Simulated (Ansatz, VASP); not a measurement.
## Two plane-wave programs on Y2Be2Pb

The input INCAR:

```
PREC = Accurate
ENCUT = 520
EDIFF = 1E-6
ISMEAR = 0
SIGMA = 0.1
LREAL = F
LASPH = T
NELM = 80
ALGO = Fast
ISIF = 2
LWAVE = F
LCHARG = T
GGA = PE
LELF = T
LVHAR = T
NBANDS = 28
```

The input KPOINTS:

```
Automatic mesh
0
Gamma
  6 6 6
```

The input POSCAR:

```
Y2Be2Pb
1.0
   -2.1688643900      2.1688643900      4.9655620800
    2.1688643900     -2.1688643900      4.9655620800
    2.1688643900      2.1688643900     -4.9655620800
Y Be Pb
2 2 1
Direct
    0.7500000000      0.2500000000      0.5000000000
    0.2500000000      0.7500000000      0.5000000000
    0.3750000000      0.3750000000      0.0000000000
    0.6250000000      0.6250000000      0.0000000000
    0.0000000000      0.0000000000      0.0000000000
```

Input for Ansatz:

```yaml
crystal:
  lattice:
    - [-2.16886439, 2.16886439, 4.96556208]
    - [2.16886439, -2.16886439, 4.96556208]
    - [2.16886439, 2.16886439, -4.96556208]
  atoms:
    - { symbol: "Y", position: [0.75, 0.25, 0.5] }
    - { symbol: "Y", position: [0.25, 0.75, 0.5] }
    - { symbol: Be, position: [0.375, 0.375, 0.0] }
    - { symbol: Be, position: [0.625, 0.625, 0.0] }
    - { symbol: Pb, position: [0.0, 0.0, 0.0] }
basis:
  ecutwfc: 420
kpoints:
  mp_grid: { grid: [6, 6, 6] }
hamiltonian:
  xc: pbe
scf:
  occupations: { method: gaussian, width: 0.1 }
  lower_state_search: "off"
output:
  forces: true
  stress: true
  eigenvalues: true
```

Change from the starting cell: species swapped into the YbSi2Ru2 type (I4/mmm, No. 139).

Alike in both runs: task single point; functional PBE; k mesh 6 × 6 × 6; occupations gaussian, width 0.1 eV; no spin polarisation.

```csv
,VASP,Ansatz
version,VASP 6.6.1,Ansatz 0.2.0
potentials or method,"VASP PAW PBE potentials, release 64 (Y_sv, Be, Pb_d), cutoff 520 eV","scalar-relativistic, plane waves, PAW"
valence electrons in the cell,40,40
```

Ansatz gave:

```
gap on the k mesh at the Fermi level (eV)                     : none
pressure (GPa)                                                : 19.0
traceless stress, the component that is largest in VASP (GPa) : -5.67
rms of the force components (eV/Å)                            : 1.336
```

Task: Which values does VASP return?

Result: gap on the k mesh at the Fermi level (eV): none; pressure (GPa): 18.9; traceless stress, the component that is largest in VASP (GPa): -5.62; rms of the force components (eV/Å): 1.333.

Atom by atom the forces differ by 0.003 eV/Å (rms over components). A gap of «none» marks a metal or a gap that the smearing closes.

Neither program's run includes spin-orbit coupling.
